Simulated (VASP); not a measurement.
Write the native input for VASP 6.6.1 that does the following.

| Property | Result |
| --- | --- |
| Task | single point |
| Functional | PBEsol |
| Potentials or basis | VASP PAW PBE potentials, release 64 (B, N) |
| Cutoff | 600 eV |
| k mesh | 12 × 12 × 12 |
| Occupations | gaussian, width 0.01 eV |
| Spin | no spin polarisation |
| Dipole correction | no |
| Further INCAR settings | ALGO = Normal; EDIFF = 1e-06; NBANDS = 11 |

The structure of BN (Qingsongite) lies in POSCAR:

```
BN
1.0
    0.0000000000      1.6520035082      1.6520035082
    1.6520035082      0.0000000000      1.6520035082
    1.6520035082      1.6520035082      0.0000000000
B N
1 1
Direct
    0.0000000000      0.0000000000      0.0000000000
    0.2500000000      0.2500000000      0.2500000000
```

One way to write it, as run:

INCAR

```
SYSTEM = BN
PREC = Accurate
ENCUT = 600
EDIFF = 1E-6
ISMEAR = 0
SIGMA = 0.01
LREAL = .False.
LASPH = .True.
NELM = 120
ALGO = Normal
ISIF = 2
LWAVE = .False.
LCHARG = .False.
GGA = PS
NBANDS = 11
GGA_COMPAT = .False.
```

KPOINTS

```
regular mesh
0
Gamma
  12 12 12
  0 0 0
```

Potentials or basis: VASP PAW PBE potentials, release 64 (B, N).

Launch:

```console
$ cat potpaw_PBE.64/B/POTCAR potpaw_PBE.64/N/POTCAR > POTCAR
$ mpirun -np 1 vasp_std > vasp.out
```

It gave:

The pressure is 163.5 GPa. The band gap on the k mesh is 4.52 eV, indirect (least direct gap 10.03 eV).

Caveat: the PAW data sets were made with another functional, which shifts forces and pressure a little.

Wall time 4.3 s on 1 thread of Intel(R) Xeon(R) 6975P-C (Granite Rapids), on a shared host, peak memory 0.12 GiB.
